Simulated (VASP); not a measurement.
Write the native input for VASP 6.6.1 that does the following.

```
Task                   : single point
Functional             : r2SCAN
Potentials or basis    : VASP PAW PBE potentials, release 64 (Ga_d, N_h)
Cutoff                 : 1460 eV
k mesh                 : 10 × 10 × 10
Occupations            : gaussian, width 0.01 eV
Spin                   : no spin polarisation
Dipole correction      : no
Further INCAR settings : ALGO = Normal; EDIFF = 1e-06; NBANDS = 16
```

The system is GaN.

```xyz
2
Lattice="0.0000 2.2490 2.2490 2.2490 0.0000 2.2490 2.2490 2.2490 0.0000" Properties=species:S:1:pos:R:3 pbc="T T T"
Ga    0.0000    0.0000    0.0000
N     1.1245    1.1245    1.1245
```

One way to write it, as run:

POSCAR

```
GaN
1.0
    0.0000000000      2.2489525411      2.2489525411
    2.2489525411      0.0000000000      2.2489525411
    2.2489525411      2.2489525411      0.0000000000
Ga N
1 1
Direct
    0.0000000000      0.0000000000      0.0000000000
    0.2500000000      0.2500000000      0.2500000000
```

INCAR.step1

```
SYSTEM = GaN
PREC = Accurate
ENCUT = 1460
ISMEAR = 0
SIGMA = 0.01
LREAL = .FALSE.
LASPH = .TRUE.
NELM = 120
NBANDS = 16
GGA = PE
ALGO = Normal
EDIFF = 1E-5
LWAVE = .TRUE.
LCHARG = .FALSE.
GGA_COMPAT = .FALSE.
```

INCAR.step2

```
SYSTEM = GaN
PREC = Accurate
ENCUT = 1460
EDIFF = 1E-6
ISMEAR = 0
SIGMA = 0.01
LREAL = .FALSE.
LASPH = .TRUE.
NELM = 120
ALGO = Normal
ISIF = 2
LWAVE = .FALSE.
LCHARG = .TRUE.
METAGGA = R2SCAN
LMIXTAU = .TRUE.
LELF = .TRUE.
LVHAR = .TRUE.
NBANDS = 16
ISTART = 1
GGA_COMPAT = .FALSE.
```

KPOINTS

```
regular mesh
0
G
  10 10 10
  0 0 0
```

Potentials or basis: VASP PAW PBE potentials, release 64 (Ga_d, N_h).

The run is started by

```console
$ cat potpaw_PBE.64/Ga_d/POTCAR potpaw_PBE.64/N_h/POTCAR > POTCAR
$ cp INCAR.step1 INCAR
$ mpirun -np 1 vasp_std > vasp.out
$ cp INCAR.step2 INCAR
$ mpirun -np 1 vasp_std > vasp.out
```

It gave:

```
Pressure               : 1.1 GPa
Band gap on the k mesh : 2.16 eV
```

Caveat: the structure was generated, so it needn't be the stable form of GaN; the PAW data sets were made with another functional, which shifts forces and pressure a little.

Run time: 3.6 min on 1 thread of Intel(R) Xeon(R) Platinum 8259CL CPU @ 2.50GHz (Skylake/Cascade Lake), on a shared host, peak memory 0.32 GiB.
